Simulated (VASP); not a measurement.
# Pb (P6_3/mmc) in VASP: a series of runs, part 3 of 3

VASP 6.6.1. Earlier steps stand in the parts before.

### 6 Single point, PBE

This run uses another cell than the first one, of 28.73 Å³/atom, 1.021 times its volume.

Contents of INCAR:

```
SYSTEM = Pb
PREC = Accurate ; ENCUT = 520
EDIFF = 1E-6 ; ISMEAR = -1
SIGMA = 0.05 ; LREAL = .FALSE.
LASPH = .TRUE. ; NELM = 60
ALGO = Normal ; ISIF = 2
LWAVE = .FALSE. ; LCHARG = .FALSE.
GGA = PE ; NBANDS = 21
```

Contents of KPOINTS:

```
regular mesh
0
G
  9 9 5
  0 0 0
```

Contents of POSCAR:

```
Pb
1.0
    3.4566435916      0.0000000000      0.0000000000
   -1.7283217958      2.9935411621      0.0000000000
    0.0000000000      0.0000000000      5.5524820910
Pb
2
Direct
    0.6666666667      0.3333333333      0.7500000000
    0.3333333333      0.6666666667      0.2500000000
```

Potentials or basis: VASP PAW PBE potentials, release 64 (Pb_d).

Run with:

```console
cat potpaw_PBE.64/Pb_d/POTCAR > POTCAR
mpirun -np 1 vasp_std > vasp.out
```

OUTCAR:

```text
SYSTEM = Pb
   PREC = Accurate
   ENCUT = 520
   EDIFF = 1E-6
   ISMEAR = -1
   LREAL = .FALSE.
   LASPH = .TRUE.
   NELM = 60
   ISIF = 2
   GGA = PE

 ion  position               nearest neighbor table
   1  0.667  0.333  0.750-   2 3.42   2 3.42   2 3.42   2 3.42   2 3.42   2 3.42
   2  0.333  0.667  0.250-   1 3.42   1 3.42   1 3.42   1 3.42   1 3.42   1 3.42

  LATTYP: Found a hexagonal cell.
 ALAT       =     3.4566435916
 C/A-ratio  =     1.6063218391

  Lattice vectors:

 A1 = (   3.4566435916,   0.0000000000,   0.0000000000)
 A2 = (  -1.7283217958,   2.9935411621,   0.0000000000)
 A3 = (   0.0000000000,   0.0000000000,   5.5524820910)

Analysis of symmetry for initial positions (statically):
=====================================================================
 Subroutine PRICEL returns:
 Original cell was already a primitive cell.

 Routine SETGRP: Setting up the symmetry group for a
 hexagonal supercell.

 Subroutine GETGRP returns: Found 24 space group operations
 (whereof 12 operations were pure point group operations)
 out of a pool of 24 trial point group operations.

The static configuration has the point symmetry D_3d.
 The point group associated with its full space group is D_6h.

Analysis of symmetry for dynamics (positions and initial velocities):
=====================================================================
 Subroutine PRICEL returns:
 Original cell was already a primitive cell.

 Routine SETGRP: Setting up the symmetry group for a
 hexagonal supercell.

 Subroutine GETGRP returns: Found 24 space group operations
 (whereof 12 operations were pure point group operations)
 out of a pool of 24 trial point group operations.

The dynamic configuration has the point symmetry D_3d.
 The point group associated with its full space group is D_6h.

 Subroutine INISYM returns: Found 24 space group operations
 (whereof 12 operations are pure point group operations),
 and found     1 'primitive' translations

----------------------------------------------------------------------------------------

                                     Primitive cell

  volume of cell :      57.4549

  direct lattice vectors                    reciprocal lattice vectors
     3.456643592  0.000000000  0.000000000     0.289297978  0.167026265  0.000000000
    -1.728321796  2.993541162  0.000000000     0.000000000  0.334052530  0.000000000
     0.000000000  0.000000000  5.552482091     0.000000000  0.000000000  0.180099635

  length of vectors
     3.456643592  3.456643592  5.552482091     0.334052530  0.334052530  0.180099635

  position of ions in fractional coordinates (direct lattice)
     0.666666667  0.333333333  0.750000000
     0.333333333  0.666666667  0.250000000

  ion indices of the primitive-cell ions
   primitive index   ion index
                 1           1
                 2           2

----------------------------------------------------------------------------------------

 KPOINTS: regular mesh

Automatic generation of k-mesh.
 Grid dimensions read from file:
 generate k-points for:    9    9    5

 Generating k-lattice:

  Cartesian coordinates                     Fractional coordinates (reciprocal lattice)
     0.032144220  0.018558474  0.000000000     0.111111111  0.000000000  0.000000000
     0.000000000  0.037116948  0.000000000     0.000000000  0.111111111  0.000000000
     0.000000000  0.000000000  0.036019927     0.000000000  0.000000000  0.200000000

  Length of vectors
     0.037116948  0.037116948  0.036019927

  Shift w.r.t. Gamma in fractional coordinates (k-lattice)
     0.000000000  0.000000000  0.000000000

 Subroutine IBZKPT returns following result:
 ===========================================

 Found     36 irreducible k-points:

 Following reciprocal coordinates:
            Coordinates               Weight
  0.000000  0.000000  0.000000      1.000000
  0.111111 -0.000000  0.000000      6.000000
  0.222222 -0.000000  0.000000      6.000000
  0.333333  0.000000  0.000000      6.000000
  0.444444 -0.000000  0.000000      6.000000
  0.111111  0.111111  0.000000      6.000000
[... 16 lines left out ...]
  0.333333  0.222222  0.200000     24.000000
  0.333333  0.333333  0.200000      4.000000
 [... further k-points ...]
   k-points           NKPTS =     36   k-points in BZ     NKDIM =     36   number of bands    NBANDS=     21
   number of dos      NEDOS =    301   number of ions     NIONS =      2
   total plane-waves  NPLWV =  32928
   dimension x,y,z NGX =    28 NGY =   28 NGZ =   42
   dimension x,y,z NGXF=    56 NGYF=   56 NGZF=   84
   ions per type =               2
   NGX,Y,Z   is equivalent  to a cutoff of  13.47, 13.47, 12.58 a.u.
   NGXF,Y,Z  is equivalent  to a cutoff of  26.93, 26.93, 25.15 a.u.
 SYSTEM =  Pb
   PREC   = accura    normal or accurate (medium, high low for compatibility)
   ISTART =      0    job   : 0-new  1-cont  2-samecut
   ICHARG =      2    charge: 1-file 2-atom 10-const
   ISPIN  =      1    spin polarized calculation?
   LNONCOLLINEAR =      F non collinear calculations
   LSORBIT =      F    spin-orbit coupling
   LASPH  =      T    aspherical Exc in radial PAW
   ENCUT  =  520.0 eV  38.22 Ry    6.18 a.u.   6.43  6.43 10.32*2*pi/ulx,y,z
   NELM   =     60;   NELMIN=  2; NELMDL= -5     # of ELM steps
   EDIFF  = 0.1E-05   stopping-criterion for ELM
   LREAL  =      F    real-space projection
   EDIFFG = 0.1E-04   stopping-criterion for IOM
   NSW    =      0    number of steps for IOM
   IBRION =     -1    ionic relax: 0-MD 1-quasi-New 2-CG
   NFREE  =      0    steps in history (QN), initial steepest desc. (CG)
   ISIF   =      2    stress and relaxation
   ISYM   =      2    0-nonsym 1-usesym 2-fastsym
   POTIM  = 0.5000    time-step for ionic-motion
   TEBEG  =    0.0;   TEEND  =   0.0 temperature during run
   PSTRESS=    0.0 pullay stress
   NELECT =      28.0000    total number of electrons
   NUPDOWN=      -1.0000    fix difference up-down
   EMIN   =  10.00;   EMAX   =-10.00  energy-range for DOS
   EFERMI =   0.00;   METHOD = LEGACY
   ISMEAR =    -1;   SIGMA  =   0.05  broadening in eV -4-tet -1-fermi 0-gaus
   EFERMI_NEDOS =   21; number of points for ismear=-14 and -15
   IALGO  =     38    algorithm
   IMIX   =      4    mixing-type and parameters
     AMIX     =   0.40;   BMIX     =  1.00
     AMIX_MAG =   1.60;   BMIX_MAG =  1.00
  volume/ion in A,a.u.               =      28.73       193.86
  Fermi-wavevector in a.u.,A,eV,Ry     =   1.288304  2.434542 22.581975  1.659728
  Thomas-Fermi vector in A             =   2.420266
   LORBIT       =      0    0 simple, 1 ext, 2 COOP (PROOUT), +10 PAW based schemes
   GGA     = PE    functional components
   LHFCALC =     F    Hartree Fock is set to
   AEXX    =    0.0000 exact exchange contribution
   IVDW    =     0    specifies the selected vdW correction
   LEPSILON=     F    determine dielectric tensor
   LRPA    =     F    only Hartree local field effects (RPA)
 non-spin polarized calculation
  energy-cutoff  :      520.00
  volume of cell :       57.45
 maximum number of plane-waves:      1564
 NGX is ok and might be reduce to    28
   NGX = 13   NGY = 13   NGZ = 21

 number of electron      28.0000006 magnetization

 Free energy of the ion-electron system (eV)
  ---------------------------------------------------
  ext. energy  EPLUGINS =         0.00000000
  ---------------------------------------------------
  free energy    TOTEN  =        -6.97961420 eV

  energy without entropy =       -6.97001813  energy(sigma->0) =       -6.97481616

 E-fermi :   7.8732     XC(G=0): -10.4492

 val. band max:        7.8598760780   @ k =   0.3333   0.1111   0.2000
 cond. band min:       7.9826158332   @ k =   0.2222   0.1111   0.4000
 fundamental gap:      0.1227397551
 Fermi energy:         7.8731921509

 k-point     1 :       0.0000    0.0000    0.0000
  band No.  band energies     occupation
      1      -9.2557      2.00000
      2      -9.2010      2.00000
      3      -9.2010      2.00000
      4      -9.1993      2.00000
      5      -9.1743      2.00000
      6      -9.1743      2.00000
[... 13 lines left out ...]
     20      16.9654      0.00000
     21      19.4741      0.00000

 k-point     2 :       0.1111   -0.0000    0.0000
  band No.  band energies     occupation
      1      -9.2569      2.00000
      2      -9.2177      2.00000
      3      -9.1725      2.00000
      4      -9.1691      2.00000
      5      -9.1533      2.00000
      6      -9.1435      2.00000
[... 520 lines left out ...]
 k-point    24 :       0.3333    0.3333    0.2000
  band No.  band energies     occupation
      1      -9.2884      2.00000
      2      -9.2108      2.00000
      3      -9.2108      2.00000
      4      -9.0968      2.00000
      5      -9.0946      2.00000
      6      -9.0946      2.00000
[... 13 lines left out ...]
     20      20.7248      0.00000
     21      20.7252      0.00000

 [... further k-points ...]
[... 5 lines left out ...]
  --------------------------------------------------------------------------------------
  -------------------------------------------------------------------------------------
  Total        1.3743386      1.3743386      2.9178115     -0.0000000      0.0000000      0.0000000
  in kB       38.3245730     38.3245730     81.3655965     -0.0000000      0.0000000      0.0000000
  external PRESSURE =      52.6715808 kB  Pullay stress =       0.0000000 kB

 VOLUME and BASIS-vectors are now :
 -----------------------------------------------------------------------------
  energy-cutoff  :      520.00
  volume of cell :       57.45
      direct lattice vectors                 reciprocal lattice vectors
     3.456643592  0.000000000  0.000000000     0.289297978  0.167026265  0.000000000
    -1.728321796  2.993541162  0.000000000     0.000000000  0.334052530  0.000000000
     0.000000000  0.000000000  5.552482091     0.000000000  0.000000000  0.180099635

 POSITION                                       TOTAL-FORCE (eV/Angst)
 -----------------------------------------------------------------------------------
      1.72832      0.99785      4.16436        -0.000000      0.000000      0.000000
     -0.00000      1.99569      1.38812         0.000000      0.000000      0.000000
 -----------------------------------------------------------------------------------
    total drift:                               -0.000000      0.000000      0.000000

  FREE ENERGIE OF THE ION-ELECTRON SYSTEM (eV)
  ---------------------------------------------------
  free  energy   TOTEN  =        -6.9796142013 eV

  energy  without entropy=       -6.9700181282  energy(sigma->0) =       -6.97481616
```

OSZICAR:

```text
N       E                     dE             d eps       ncg     rms          rms(c)
DAV:   1     0.296585411157E+03    0.29659E+03   -0.14455E+04  1517   0.167E+03
DAV:   2     0.144673479543E+02   -0.28212E+03   -0.27559E+03  1512   0.409E+02
DAV:   3    -0.633053201593E+01   -0.20798E+02   -0.20587E+02  1835   0.137E+02
DAV:   4    -0.697667448874E+01   -0.64614E+00   -0.64591E+00  1804   0.275E+01
DAV:   5    -0.700888549649E+01   -0.32211E-01   -0.32211E-01  2144   0.556E+00    0.834E-01
DAV:   6    -0.698618796017E+01    0.22698E-01   -0.38409E-02  2097   0.272E+00    0.408E-01
DAV:   7    -0.697990462303E+01    0.62833E-02   -0.15288E-02  2135   0.169E+00    0.125E-01
DAV:   8    -0.697962102069E+01    0.28360E-03   -0.11568E-03  2069   0.452E-01    0.142E-02
DAV:   9    -0.697961481148E+01    0.62092E-05   -0.58828E-05  2075   0.118E-01    0.790E-03
DAV:  10    -0.697961420132E+01    0.61016E-06   -0.51061E-06  1786   0.302E-02
   1 F= -.69796142E+01 E0= -.69748162E+01  d E =-.959607E-02
```

stdout:

```text
POSCAR found type information on POSCAR Pb
 POSCAR found :  1 types and       2 ions
 scaLAPACK will be used
 LDA part: xc-table for (Slater+PW92), standard interpolation
 POSCAR, INCAR and KPOINTS ok, starting setup
 FFT: planning ... GRIDC
 FFT: planning ... GRID_SOFT
 FFT: planning ... GRID
 WAVECAR not read
 entering main loop
```

Wall time 33 s (1 thread of Intel Xeon Platinum 8259CL at 2.50GHz (Skylake/Cascade Lake), shared host); peak memory 0.18 GiB.

Results:

- Free energy: -6.9796 eV
- Pressure: 5.3 GPa
- Band gap on the k mesh: zero (band 14 reaches 13.75 eV, above the bottom of band 15 at 5.80 eV)

Caveat: spin-orbit coupling is left out, which moves the levels of the heavy elements.

### 7 Overview

| level | potentials or basis | cell | gap on the mesh (eV) | pressure (GPa) |
| --- | --- | --- | --- | --- |
| LDA | VASP PAW LDA potentials, release 64 (Pb_d) | a = 3.433, b = 3.433, c = 5.514 Å, angles 90.0, 90.0, 120.0°, 2 atoms | none | 1.7 |
| PBE | VASP PAW PBE potentials, release 64 (Pb_d) | a = 3.433, b = 3.433, c = 5.514 Å, angles 90.0, 90.0, 120.0°, 2 atoms | none | 6.6 |
| PBEsol | VASP PAW PBE potentials, release 64 (Pb_d) | a = 3.433, b = 3.433, c = 5.514 Å, angles 90.0, 90.0, 120.0°, 2 atoms | none | 3.3 |
| LDA | VASP PAW LDA potentials, release 64 (Pb_d) | a = 3.457, b = 3.457, c = 5.552 Å, angles 90.0, 90.0, 120.0°, 2 atoms | none | 0.5 |
| PBE | VASP PAW PBE potentials, release 64 (Pb_d) | a = 3.457, b = 3.457, c = 5.552 Å, angles 90.0, 90.0, 120.0°, 2 atoms | none | 5.3 |

Alike in all rows: task single point; no spin polarisation; k mesh 9 × 9 × 5; cutoff (eV) 520; smearing fermi-dirac 0.05 eV.

Caveats: spin-orbit coupling is left out, which moves the levels of the heavy elements; the PAW data sets were made with another functional, which shifts forces and pressure a little (some runs).

Absolute energies hang on the potentials; compare differences alone.
